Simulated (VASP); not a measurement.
## KCdCO3F: single point with PBE

Crystal: KCdCO3F.

```xyz
7
Lattice="5.0807 0.0000 0.0000 -2.5404 4.4001 0.0000 0.0000 0.0000 4.4434" Properties=species:S:1:pos:R:3 pbc="T T T"
K     0.0000    0.0000    0.0000
Cd    2.5404    1.4667    2.2217
C     0.0000    2.9334    2.2217
O     0.0000    1.6533    2.2217
O    -1.1086    3.5734    2.2217
O     1.1086    3.5734    2.2217
F     2.5404    1.4667    0.0000
```

- Program: VASP 6.6.1
- Task: single point
- Functional: PBE
- Potentials or basis: VASP PAW PBE potentials, release 64 (K_sv, Cd, C, O, F)
- Cutoff: 520 eV
- k mesh: 6 × 6 × 6
- Occupations: gaussian, width 0.01 eV
- Spin: no spin polarisation
- Dipole correction: no
- Further INCAR settings: ALGO = Normal; EDIFF = 1e-06; NBANDS = 34

```
Pressure               : 4.1 GPa
Largest force          : 1.050 eV/Å
Band gap on the k mesh : 1.88 eV
```

Forces on the atoms (eV/Å):
```
K    0.000  0.000  0.000
Cd   0.000  0.000  0.000
C    0.000  0.000  0.000
O    0.000 -1.050  0.000
O   -0.909  0.525  0.000
O    0.909  0.525  0.000
F    0.000  0.000  0.000
```

Stress tensor (GPa, compression positive):
```
5.00 0.00 0.00
0.00 5.00 0.00
0.00 0.00 2.16
```

Levels at points of the mesh, in eV from the valence-band top:
```csv
k point,band 23,band 24,band 25,band 26,band 27,band 28
"(0.00, 0.00, 0.00)",-1.50,-1.50,0.00,1.88,5.95,6.31
"(0.50, 0.00, 0.00)",-1.48,-1.45,-0.13,4.09,5.99,6.11
"(0.00, 0.00, 0.50)",-1.43,-1.43,0.00,4.14,5.20,6.38
"(0.50, 0.00, 0.50)",-1.39,-1.36,-0.13,5.58,6.10,6.97
```

Wall time 3 min on 1 thread of Oxide Virtual Turin-like Processor, with other jobs on the host, peak memory 0.25 GiB.

Caveat: the cell stands under pressure; forces of over 1 eV/Å act on the atoms, so gaps and moduli don't describe the material at rest. A k mesh can miss the band edges.
